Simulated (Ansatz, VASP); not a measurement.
# Y3Ir in VASP and in Ansatz

```
CELL_PARAMETERS angstrom
7.26138 0.00000 0.00000
0.00000 9.28459 0.00000
0.00000 0.00000 6.45822
ATOMIC_POSITIONS crystal
Y 0.03825 0.25000 0.63075
Y 0.96175 0.75000 0.36925
Y 0.46175 0.75000 0.13075
Y 0.53825 0.25000 0.86925
Y 0.17409 0.06460 0.17676
Y 0.82591 0.93540 0.82324
Y 0.32591 0.93540 0.67676
Y 0.82591 0.56460 0.82324
Y 0.67409 0.06460 0.32324
Y 0.17409 0.43540 0.17676
Y 0.67409 0.43540 0.32324
Y 0.32591 0.56460 0.67676
Ir 0.38516 0.25000 0.46145
Ir 0.61484 0.75000 0.53855
Ir 0.11484 0.75000 0.96145
Ir 0.88516 0.25000 0.03855
```

Alike in both runs: task single point; functional PBE; k mesh 4 × 2 × 4; occupations gaussian, width 0.1 eV; no spin polarisation.

|  | VASP | Ansatz |
| --- | --- | --- |
| version | VASP 6.6.1 | Ansatz 0.2.0 |
| potentials or method | VASP PAW PBE potentials, release 64 (Y_sv, Ir), cutoff 520 eV | scalar-relativistic, plane waves, PAW |
| valence electrons in the cell | 168 | 200 |

```tsv
	VASP	Ansatz	Ansatz less VASP
gap on the k mesh at the Fermi level (eV)	none	none	-
pressure (GPa)	-0.1	0.0	+0.14
traceless stress, the component that is largest in VASP (GPa)	-0.08	-0.07	+0.016
rms of the force components (eV/Å)	0.061	0.059	-0.0012
```

Atom by atom the forces differ by 0.002 eV/Å (rms over components). A gap of «none» marks a metal or a gap that the smearing closes. VASP's potentials hold 168 valence electrons a cell and Ansatz's 200, so a difference there can come from the potentials and not from the codes.

Neither program's run includes spin-orbit coupling.
